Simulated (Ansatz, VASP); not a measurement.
# Two plane-wave programs on TiSi

File INCAR:

```
PREC = Accurate
ENCUT = 520
EDIFF = 1E-6
ISMEAR = 0
SIGMA = 0.15
LREAL = F
LASPH = T
NELM = 80
ALGO = Normal
ISIF = 2
LWAVE = F
LCHARG = T
GGA = PS
LELF = T
LVHAR = T
NBANDS = 15
```

Contents of KPOINTS:

```
Automatic mesh
0
Gamma
  18 18 12
```

POSCAR

```
TiSi
1.0
    1.8706633400     -2.1811527200      0.0000000000
    1.8706633400      2.1811527200      0.0000000000
    0.0000000000      0.0000000000      3.6898159800
Ti Si
1 1
Direct
    0.5000000000      0.5000000000      0.0000000000
    0.0000000000      0.0000000000      0.5000000000
```

Input for Ansatz:

```yaml
crystal:
  lattice:
    - [1.87066334, -2.18115272, 0.0]
    - [1.87066334, 2.18115272, 0.0]
    - [0.0, 0.0, 3.68981598]
  atoms:
    - { symbol: Ti, position: [0.5, 0.5, 0.0] }
    - { symbol: Si, position: [0.0, 0.0, 0.5] }
basis:
  ecutwfc: 420
kpoints:
  mp_grid: { grid: [18, 18, 12] }
hamiltonian:
  xc: pbesol
scf:
  occupations: { method: gaussian, width: 0.15 }
output:
  forces: true
  stress: true
  eigenvalues: true
  write_density: true
  write_potential: true
  elf: true
  volumetric_format: npy
```

Change from the starting cell: strain +0.030 along x and y, -0.030 along z, atoms carried along.

Alike in both runs: task single point; functional PBEsol; k mesh 18 × 18 × 12; occupations gaussian, width 0.15 eV; no spin polarisation.

|  | VASP | Ansatz |
| --- | --- | --- |
| version | VASP 6.6.1 | Ansatz 0.2.0 |
| potentials or method | VASP PAW PBE potentials, release 64 (Ti_sv, Si), cutoff 520 eV | scalar-relativistic, plane waves, PAW |
| valence electrons in the cell | 16 | 16 |

VASP gave:

```
gap on the k mesh at the Fermi level (eV)                     : none
pressure (GPa)                                                : -6.5
traceless stress, the component that is largest in VASP (GPa) : 3.79
```

Q: What did Ansatz give for the same quantities?

A: gap on the k mesh at the Fermi level (eV): none; pressure (GPa): -6.6; traceless stress, the component that is largest in VASP (GPa): 3.74.

VASP's potentials were made for PBE, not for PBEsol. A gap of «none» marks a metal or a gap that the smearing closes.
